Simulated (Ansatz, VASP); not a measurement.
**One calculation of AgBr, two programs**

INCAR

```
SYSTEM = AgBr
  ALGO = Normal
  EDIFF = 1E-6
  ENCUT = 500
  GGA = PE
  GGA_COMPAT = .False.
  ISIF = 2
  ISMEAR = 0
  LASPH = .True.
  LCHARG = .True.
  LELF = .True.
  LREAL = .False.
  LVHAR = .True.
  LWAVE = .False.
  NBANDS = 16
  NELM = 120
  PREC = Accurate
  SIGMA = 0.01
```

File KPOINTS:

```
k-points
0
Gamma
  6 6 6
  0 0 0
```

File POSCAR:

```
AgBr
1.0
    0.0000000000      2.9789631281      2.9789631281
    2.9789631281      0.0000000000      2.9789631281
    2.9789631281      2.9789631281      0.0000000000
Ag Br
1 1
Direct
    0.0000000000      0.0000000000      0.0000000000
    0.5000000000      0.5000000000      0.5000000000
```

Input for Ansatz:

```yaml
crystal:
  lattice:
    - [0.0, 2.9789631281, 2.9789631281]
    - [2.9789631281, 0.0, 2.9789631281]
    - [2.9789631281, 2.9789631281, 0.0]
  atoms:
    - { symbol: Ag, position: [0.0, 0.0, 0.0] }
    - { symbol: Br, position: [0.5, 0.5, 0.5] }
kpoints:
  mp_grid: { grid: [6, 6, 6] }
hamiltonian:
  xc: pbe
scf:
  occupations: { method: fixed }
  n_extra_bands: 4
output:
  forces: true
  stress: true
  eigenvalues: true
```

Alike in both runs: task single point; functional PBE; k mesh 6 × 6 × 6; no spin polarisation.

|  | VASP | Ansatz |
| --- | --- | --- |
| version | VASP 6.6.1 | Ansatz 0.2.0 |
| potentials or method | VASP PAW PBE potentials, release 64 (Ag, Br) | plane waves, PAW |
| plane-wave cutoff (eV) | 500 | 420 |
| occupations | gaussian, width 0.01 eV | fixed |
| valence electrons in the cell | 18 | 26 |

```tsv
	VASP	Ansatz	Ansatz less VASP
gap on the k mesh at the Fermi level (eV)	0.72	0.72	+0.001
pressure (GPa)	-2.0	-2.0	+0.03
```

VASP's potentials hold 18 valence electrons a cell and Ansatz's 26, so a difference there can come from the potentials and not from the codes.
